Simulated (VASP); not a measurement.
The system is LiCl.

```
Li Cl
1.0
    -0.04918    0.00441    3.58489
     6.78199   -0.01655   -0.09268
    -0.01655    6.69206    0.00831
Li Cl
4 4
Direct
  0.52356 0.64924 0.66372
  0.27657 0.17475 0.84412
  0.99403 0.35196 0.29818
  0.78743 0.83126 0.16142
  0.00111 0.82713 0.85979
  0.76925 0.36069 0.63951
  0.42183 0.13391 0.17998
  0.22622 0.67105 0.35327
```

| Quantity | Value |
| --- | --- |
| Program | VASP 6.6.1 |
| Task | relaxation of cell and atoms |
| Functional | PBE |
| Potentials or basis | VASP PAW PBE potentials, release 64 (Li_sv, Cl) |
| Cutoff | 600 eV |
| k mesh | 4 × 2 × 2 |
| Occupations | gaussian, width 0.1 eV |
| Spin | no spin polarisation |

At the start: pressure 1.6 GPa; volume 20.33 Å³/atom.

**Question.** How do energy, volume and symmetry change on relaxing?

**Answer.** Over 14 steps the energy falls by 68.3 meV/atom and the volume is 20.70 Å³/atom (+1.8 %); space group P1 (No. 1, to 0.1 Å) before and after.

Step by step:
```
step  energy change (eV)  largest force (eV/Å)  pressure (GPa)  volume (Å³)
   1              0.0000                1.3697            1.60       162.67
   2             -0.2187                0.8755            0.29       167.48
   3             -0.3550                0.4123           -1.33       177.33
   4             -0.4305                0.3271           -0.79       172.49
   5             -0.4856                0.2210            0.50       163.51
   6             -0.5160                0.1483            0.31       164.10
   7             -0.5298                0.1213            0.11       164.86
   8             -0.5372                0.0805           -0.03       165.74
   9             -0.5415                0.0553           -0.22       167.10
  10             -0.5442                0.0405            0.04       165.35
  11             -0.5442                0.0399            0.08       165.12
  12             -0.5456                0.0281            0.04       165.28
  13             -0.5462                0.0289            0.01       165.47
  14             -0.5467                0.0180           -0.02       165.63
```

Final structure:
```
CELL_PARAMETERS angstrom
0.00977 0.00712 3.60176
6.80349 -0.00015 0.01723
0.00063 6.75921 0.01473
ATOMIC_POSITIONS crystal
Li 0.50137 0.65810 0.66636
Li 0.26483 0.15647 0.83161
Li 0.97000 0.34573 0.33063
Li 0.76508 0.84411 0.16749
Cl 0.99696 0.82897 0.83008
Cl 0.76329 0.32862 0.67153
Cl 0.47319 0.16901 0.17160
Cl 0.26528 0.66898 0.33069
```

Caveat: the k points lie up to 0.46 Å⁻¹ apart in the final cell; the cutoff is under 1.25 times the usual one of these potentials, so pressure, stress and relaxed cells hold a basis-set (Pulay) error.
